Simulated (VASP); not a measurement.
Set up this calculation in VASP 6.6.1, as the native input.

```
Task                   : single point
Functional             : PBE
Potentials or basis    : VASP PAW PBE potentials, release 64 (Sr_sv, Ti_sv, O)
Cutoff                 : 520 eV
k mesh                 : 8 × 8 × 8
Occupations            : gaussian, width 0.02 eV
Spin                   : no spin polarisation
Hubbard terms          : Ti d U = 4.0 eV
Dipole correction      : no
Further INCAR settings : ALGO = Normal; EDIFF = 1e-06; NBANDS = 28
```

The structure of SrTiO3 lies in POSCAR:

```
SrTiO3
1.0
    3.7695089820      0.0000000000      0.0000000000
    0.0000000000      3.7695089820      0.0000000000
    0.0000000000      0.0000000000      4.0537023293
Sr Ti O
1 1 3
Direct
    0.0000000000      0.0000000000      0.0000000000
    0.5000000000      0.5000000000      0.5000000000
    0.5000000000      0.0000000000      0.5000000000
    0.5000000000      0.5000000000      0.0000000000
    0.0000000000      0.5000000000      0.5000000000
```

This cell differs from its parent crystal: biaxial strain in the a-b plane: -4.5 %.

The input as run:

INCAR

```
PREC = Accurate
ENCUT = 520
EDIFF = 1E-6
ISMEAR = 0
SIGMA = 0.02
LREAL = F
LASPH = T
NELM = 150
ALGO = Normal
ISIF = 2
LWAVE = F
LCHARG = F
LMAXMIX = 4
LDAU = T
LDAUTYPE = 2
LDAUL = -1 2 -1
LDAUU = 0 4 0
LDAUJ = 0 0 0
LDAUPRINT = 1
GGA = PE
NBANDS = 28
```

KPOINTS

```
Automatic mesh
0
Gamma
  8 8 8
```

Potentials or basis: VASP PAW PBE potentials, release 64 (Sr_sv, Ti_sv, O).

The run is started by

```console
$ cat potpaw_PBE.64/Sr_sv/POTCAR potpaw_PBE.64/Ti_sv/POTCAR potpaw_PBE.64/O/POTCAR > POTCAR
$ mpirun -np 1 vasp_std > vasp.out
```

Results of the run:

The pressure is 17.7 GPa and the band gap on the k mesh is 2.31 eV (least direct gap 2.80 eV).

Caveat: the cell differs from its parent crystal (biaxial strain in the a-b plane: -4.5 %); the cell stands under pressure.

Run time: 2.1 min on 1 thread of Intel Xeon 8259CL (shared host), peak memory 0.25 GiB.
